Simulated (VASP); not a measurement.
Pt: single point with PBEsol

Pt:

```
CELL_PARAMETERS angstrom
0.00000 1.95897 1.95897
1.95897 0.00000 1.95897
1.95897 1.95897 0.00000
ATOMIC_POSITIONS crystal
Pt 0.00000 0.00000 0.00000
```

```yaml
Program: VASP 6.6.1
Task: single point
Functional: PBEsol
Potentials_or_basis: VASP PAW PBE potentials, release 64 (Pt)
Cutoff: 520 eV
k_mesh: 22 × 22 × 22
Occupations: gaussian, width 0.15 eV
Spin: collinear spin
Starting_moments: "[0.3] μB"
Fixed_moment: 0.3 μB
Dipole_correction: no
Further_INCAR_settings: ALGO = Normal; EDIFF = 1e-06; NBANDS = 15
```

```
Pressure                                              : 0.2 GPa
Net moment                                            : 0.30 μB per cell
Site moments                                          : Pt +0.30 μB
Valence electrons inside the program's atomic spheres : Pt 9.29
```

Wall time 92 s on 1 thread of AMD EPYC 9R45 (Zen 5), on a shared host, peak memory 0.2 GiB.

Caveat: the PAW data sets were made with another functional, which shifts forces and pressure a little; the total moment is fixed, so each spin has its own Fermi level.
